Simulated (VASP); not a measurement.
VGe3:

```xyz
8
Lattice="4.7680 0.0000 0.0000 0.0000 4.7680 0.0000 0.0000 0.0000 4.7680" Properties=species:S:1:pos:R:3 pbc="T T T"
V     0.0000    0.0000    0.0000
V     2.3840    2.3840    2.3840
Ge    1.1920    0.0000    2.3840
Ge    2.3840    3.5760    0.0000
Ge    3.5760    0.0000    2.3840
Ge    2.3840    1.1920    0.0000
Ge    0.0000    2.3840    3.5760
Ge    0.0000    2.3840    1.1920
```

* Program: VASP 6.6.1
* Task: relaxation of cell and atoms
* Functional: r2SCAN
* Potentials or basis: VASP PAW PBE potentials, release 64 (V_sv, Ge_d)
* Cutoff: 550 eV
* k mesh: 4 × 4 × 4
* Occupations: gaussian, width 0.1 eV
* Spin: collinear spin, ferromagnetic start
* Starting moments: [1.46, 1.46, 0.0, 0.0, 0.0, 0.0, 0.0, 0.0] μB

At the start: pressure 23.8 GPa; volume 13.55 Å³/atom.

Q: How do energy, volume and symmetry change on relaxing?

A: Over 3 steps the energy falls by 144.7 meV/atom and the volume is 15.79 Å³/atom (+16.5 %); space group Pm-3n (No. 223, to 0.1 Å) before and after; moment 0.00 μB per cell.

Step by step:
| step | energy change (eV) | largest force (eV/Å) | pressure (GPa) | volume (Å³) |
| --- | --- | --- | --- | --- |
| 1 | 0.0000 | 0.0000 | 23.81 | 108.39 |
| 2 | -0.5017 | 0.0000 | -10.93 | 143.16 |
| 3 | -1.1576 | 0.0000 | -0.20 | 126.33 |

Final structure:
```xyz
8
Lattice="5.0177 0.0000 0.0000 0.0000 5.0177 0.0000 0.0000 0.0000 5.0177" Properties=species:S:1:pos:R:3 pbc="T T T"
V     0.0000    0.0000    0.0000
V     2.5088    2.5088    2.5088
Ge    1.2544    0.0000    2.5088
Ge    2.5088    3.7633    0.0000
Ge    3.7633    0.0000    2.5088
Ge    2.5088    1.2544    0.0000
Ge    0.0000    2.5088    3.7633
Ge    0.0000    2.5088    1.2544
```

Caveat: the volume moved by over 15 % at a fixed basis, so the end points are rough; the moments typed at the start vanished in this run; the PAW data sets were made with another functional, which shifts forces and pressure a little.
